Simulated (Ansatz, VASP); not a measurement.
# One calculation of NaH, two programs

The input POSCAR:

```
NaH
1.0
    0.0000000000      2.5969210544      2.5969210544
    2.7433874019      0.0000000000      2.5969210544
    2.7433874019      2.5969210544      0.0000000000
Na H
1 1
Direct
    0.0000000000      0.0000000000      0.0000000000
    0.2500000000      0.2500000000      0.2500000000
```

The input INCAR.step1:

```
PREC = Accurate
ENCUT = 520
EDIFF = 1E-5
ISMEAR = 0
SIGMA = 0.01
LREAL = F
LASPH = T
NELM = 60
ALGO = Normal
ISIF = 2
LWAVE = T
LCHARG = F
NBANDS = 11
GGA = PE
```

File INCAR.step2:

```
PREC = Accurate
ENCUT = 520
EDIFF = 1E-7
ISMEAR = 0
SIGMA = 0.01
LREAL = F
LASPH = T
NELM = 60
ALGO = Normal
ISIF = 2
LWAVE = F
LCHARG = F
GGA = PE
LHFCALC = T
HFSCREEN = 0.2079
PRECFOCK = Normal
NBANDS = 11
ISTART = 1
```

KPOINTS

```
Automatic mesh
0
Gamma
  6 6 6
```

Input for Ansatz:

```yaml
crystal:
  lattice:
    - [0.0, 2.5969210544, 2.5969210544]
    - [2.7433874019, 0.0, 2.5969210544]
    - [2.7433874019, 2.5969210544, 0.0]
  atoms:
    - { symbol: Na, position: [0.0, 0.0, 0.0] }
    - { symbol: H, position: [0.25, 0.25, 0.25] }
kpoints:
  mp_grid: { grid: [6, 6, 6] }
  band_path:
    path:
      - [0.0, 0.0, 0.0]
      - [-0.5, -0.5, 0.0]
      - [-0.375, -0.375, 0.25]
      - [-0.375, 0.0, 0.375]
      - [0.0, 0.0, 0.5]
      - [-0.5, -0.25, 0.25]
      - [-0.5, 0.25, -0.25]
    npoints: 1
hamiltonian:
  xc: hse06
scf:
  occupations: { method: fixed }
  n_extra_bands: 4
output:
  forces: true
  stress: true
  eigenvalues: true
```

Change from the starting cell: uniaxial_x strain +5.6%.

Alike in both runs: task single point; functional HSE06; k mesh 6 × 6 × 6; no spin polarisation.

|  | VASP | Ansatz |
| --- | --- | --- |
| version | VASP 6.6.1 | Ansatz 0.2.0 |
| potentials or method | VASP PAW PBE potentials, release 64 (Na_pv, H) | plane waves, PAW |
| plane-wave cutoff (eV) | 520 | 420 |
| occupations | gaussian, width 0.01 eV | fixed |
| valence electrons in the cell | 8 | 10 |

|  | VASP | Ansatz | Ansatz less VASP |
| --- | --- | --- | --- |
| gap on the k mesh at the Fermi level (eV) | 4.51 | 4.51 | +0.004 |
| pressure (GPa) | -0.9 | -0.9 | 0.00 |
| traceless stress, the component that is largest in VASP (GPa) | -0.31 | -0.31 | -0.003 |

VASP's potentials hold 8 valence electrons a cell and Ansatz's 10, so a difference there can come from the potentials and not from the codes. Ansatz's warnings: stress exchange threshold loose, stress scf threshold loose.
